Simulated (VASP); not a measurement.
AlCo, 2 atoms in the cell. It takes space group Pm-3m (No. 221, cubic). The conventional cell has a = 2.742 Å, b = 2.742 Å, c = 2.742 Å, α = 90.00°, β = 90.00°, γ = 90.00°. Al (site symmetry m-3m) has 8 Co at 2.37 Å and 6 Al at 2.74 Å within 3.1 Å. Co (site symmetry m-3m) has 8 Al at 2.37 Å and 6 Co at 2.74 Å within 3.1 Å. 

```yaml
Program: VASP 6.6.1
Task: single point
Functional: LDA
Potentials_or_basis: VASP PAW LDA potentials, release 64 (Al, Co)
Cutoff: 520 eV
k_mesh: 10 × 10 × 10
Occupations: fermi-dirac, width 0.1 eV
Spin: collinear spin, ferromagnetic start
Starting_moments: "[0.0, 1.8] μB"
Dipole_correction: no
Further_INCAR_settings: ALGO = Normal; EDIFF = 1e-06; NBANDS = 17
```

Potentials or basis: VASP PAW LDA potentials, release 64 (Al, Co).

Run with:

```sh
$ cat potpaw_LDA.64/Al/POTCAR potpaw_LDA.64/Co/POTCAR > POTCAR
$ mpirun -np 1 vasp_std > vasp.out
```

Hardware: 1 thread of Intel Xeon 8259CL, on a shared host.

Problem. Estimate the wall time of this run.

Solution. It took 48 s on 1 thread of Intel Xeon 8259CL, with other jobs on the host, peak memory 0.14 GiB. Counts: scf iterations 14, k points 56.
